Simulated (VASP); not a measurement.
# Sr (I4/mmm) in VASP: further runs, part 2 of 2

VASP 6.6.1.

## Step 4: Single point, PBEsol (strain +0.080 along x and y, +0.040 along z)

The input, INCAR:

```
SYSTEM = Sr
PREC = Accurate ; ENCUT = 520
EDIFF = 1E-7 ; ISMEAR = 0
SIGMA = 0.03 ; LREAL = .FALSE.
LASPH = .TRUE. ; NELM = 80
ALGO = Normal ; ISIF = 2
LWAVE = .FALSE. ; LCHARG = .TRUE.
GGA = PS ; LELF = .TRUE.
LVHAR = .TRUE. ; NBANDS = 11
```

The input, KPOINTS:

```
Automatic mesh
0
G
  10 10 10
  0 0 0
```

The input, POSCAR:

```
Sr
1.0
    0.0000000000      3.2857380000      3.1640440000
    3.2857380000      0.0000000000      3.1640440000
    3.2857380000      3.2857380000      0.0000000000
Sr
1
Direct
    0.0000000000      0.0000000000      0.0000000000
```

Potentials or basis: VASP PAW PBE potentials, release 64 (Sr_sv).

The run is started by

```console
> cat potpaw_PBE.64/Sr_sv/POTCAR > POTCAR
> mpirun -np 1 vasp_std > vasp.out
```

OUTCAR:

```text
SYSTEM = Sr
   PREC = Accurate
   ENCUT = 520
   EDIFF = 1E-7
   ISMEAR = 0
   LREAL = .FALSE.
   LASPH = .TRUE.
   NELM = 80
   ISIF = 2
   GGA = PS

 ion  position               nearest neighbor table
   1  0.000  0.000  0.000-

  LATTYP: Found a body centered tetragonal cell.
 ALAT       =     4.6467352420
 C/A-ratio  =     1.3618352823

  Lattice vectors:

 A1 = (   0.0000000000,  -3.2857380000,  -3.1640440000)
 A2 = (   0.0000000000,   3.2857380000,  -3.1640440000)
 A3 = (   3.2857380000,   0.0000000000,   3.1640440000)

Analysis of symmetry for initial positions (statically):
=====================================================================
 Subroutine PRICEL returns:
 Original cell was already a primitive cell.

 Routine SETGRP: Setting up the symmetry group for a
 body centered tetragonal supercell.

 Subroutine GETGRP returns: Found 16 space group operations
 (whereof 16 operations were pure point group operations)
 out of a pool of 16 trial point group operations.

The static configuration has the point symmetry D_4h.

Analysis of symmetry for dynamics (positions and initial velocities):
=====================================================================
 Subroutine PRICEL returns:
 Original cell was already a primitive cell.

 Routine SETGRP: Setting up the symmetry group for a
 body centered tetragonal supercell.

 Subroutine GETGRP returns: Found 16 space group operations
 (whereof 16 operations were pure point group operations)
 out of a pool of 16 trial point group operations.

The dynamic configuration has the point symmetry D_4h.

 Subroutine INISYM returns: Found 16 space group operations
 (whereof 16 operations are pure point group operations),
 and found     1 'primitive' translations

----------------------------------------------------------------------------------------

                                     Primitive cell

  volume of cell :      68.3185

[... 112 lines left out ...]
   LHFCALC =     F    Hartree Fock is set to
   AEXX    =    0.0000 exact exchange contribution
   IVDW    =     0    specifies the selected vdW correction
   LEPSILON=     F    determine dielectric tensor
   LRPA    =     F    only Hartree local field effects (RPA)
 non-spin polarized calculation
 Gauss-broadening in eV      SIGMA  =   0.03
  energy-cutoff  :      520.00
  volume of cell :       68.32
 maximum number of plane-waves:      1883
 NGX is ok and might be reduce to    36
   NGX = 17   NGY = 17   NGZ = 17

 number of electron      10.0000000 magnetization

 Free energy of the ion-electron system (eV)
  ---------------------------------------------------
  ext. energy  EPLUGINS =         0.00000000
  ---------------------------------------------------
  free energy    TOTEN  =        -1.70648362 eV

  energy without entropy =       -1.70599342  energy(sigma->0) =       -1.70623852

 E-fermi :   0.8239     XC(G=0):  -6.7932

 val. band max:        0.8055206722   @ k =   0.5000  -0.0000   0.1000
 cond. band min:       0.8429021914   @ k =  -0.3000   0.1000   0.4000
 fundamental gap:      0.0373815192
 Fermi energy:         0.8238690263

 k-point     1 :       0.0000    0.0000    0.0000
  band No.  band energies     occupation
      1     -36.1646      2.00000
      2     -18.0846      2.00000
      3     -18.0846      2.00000
      4     -18.0840      2.00000
      5      -2.4874      2.00000
      6       2.8695      0.00000
      7       2.8695      0.00000
      8       3.0324      0.00000
      9       3.9510      0.00000
     10       4.1877      0.00000
     11       7.3194      0.00000
[... 309 lines left out ...]
 k-point    24 :       0.4000    0.3000    0.0000
  band No.  band energies     occupation
      1     -36.1591      2.00000
      2     -18.1524      2.00000
      3     -18.1147      2.00000
      4     -18.1130      2.00000
      5      -0.4236      2.00000
      6       1.4938      0.00000
      7       2.1514      0.00000
      8       3.6905      0.00000
      9       3.9573      0.00000
     10       4.7894      0.00000
     11       5.8905      0.00000

 [... further k-points ...]

------------------------ aborting loop because EDIFF is reached ----------------------------------------

  FORCE on cell =-STRESS in cart. coord.  units (eV):
  Direction    XX          YY          ZZ          XY          YZ          ZX
  --------------------------------------------------------------------------------------
  -------------------------------------------------------------------------------------
  Total       -0.9192219     -0.9192219     -0.8741449      0.0000000      0.0000000     -0.0000000
  in kB      -21.5572117    -21.5572117    -20.5000831      0.0000000      0.0000000     -0.0000000
  external PRESSURE =     -21.2048355 kB  Pullay stress =       0.0000000 kB

 VOLUME and BASIS-vectors are now :
 -----------------------------------------------------------------------------
  energy-cutoff  :      520.00
  volume of cell :       68.32
      direct lattice vectors                 reciprocal lattice vectors
     0.000000000  3.285738000  3.164044000    -0.152172815  0.152172815  0.158025615
     3.285738000  0.000000000  3.164044000     0.152172815 -0.152172815  0.158025615
     3.285738000  3.285738000  0.000000000     0.152172815  0.152172815 -0.158025615

 POSITION                                       TOTAL-FORCE (eV/Angst)
 -----------------------------------------------------------------------------------
      0.00000      0.00000      0.00000         0.000000      0.000000     -0.000000
 -----------------------------------------------------------------------------------
    total drift:                               -0.000000      0.000000      0.000000

  FREE ENERGIE OF THE ION-ELECTRON SYSTEM (eV)
  ---------------------------------------------------
  free  energy   TOTEN  =        -1.7064836156 eV

  energy  without entropy=       -1.7059934168  energy(sigma->0) =       -1.70623852
```

It took 58 s on 1 thread of Intel Xeon Platinum 8259CL at 2.50GHz (Skylake/Cascade Lake), shared host; peak memory 0.24 GiB.

What came out:

```
Free energy            : -1.7065 eV
Pressure               : -2.1 GPa
Band gap on the k mesh : zero (band 5 reaches 0.95 eV, above the bottom of band 6 at 0.72 eV)
```

Stress tensor (GPa, compression positive):
```
-2.16  0.00  0.00
 0.00 -2.16  0.00
 0.00  0.00 -2.05
```

Caveat: the cell differs from its parent crystal (strain +0.080 along x and y, +0.040 along z); the PAW data sets were made with another functional, which shifts forces and pressure a little.

## Step 5: Summary

```tsv
cell	gap on the mesh (eV)	pressure (GPa)
a = 4.396, b = 4.396, c = 4.647 Å, angles 58.1, 58.1, 63.8°, 1 atom	none	-1.8
a = 4.478, b = 4.478, c = 4.647 Å, angles 58.7, 58.7, 62.5°, 1 atom	none	-1.9
a = 4.561, b = 4.561, c = 4.647 Å, angles 59.4, 59.4, 61.2°, 1 atom	none	-2.1
```

Alike in all rows: task single point; level PBEsol; potentials or basis VASP PAW PBE potentials, release 64 (Sr_sv); no spin polarisation; k mesh 10 × 10 × 10; cutoff (eV) 520; smearing gaussian 0.03 eV.

Caveats: the PAW data sets were made with another functional, which shifts forces and pressure a little.

Total energies depend on the potentials used, so only differences within one code and one set of settings carry meaning.
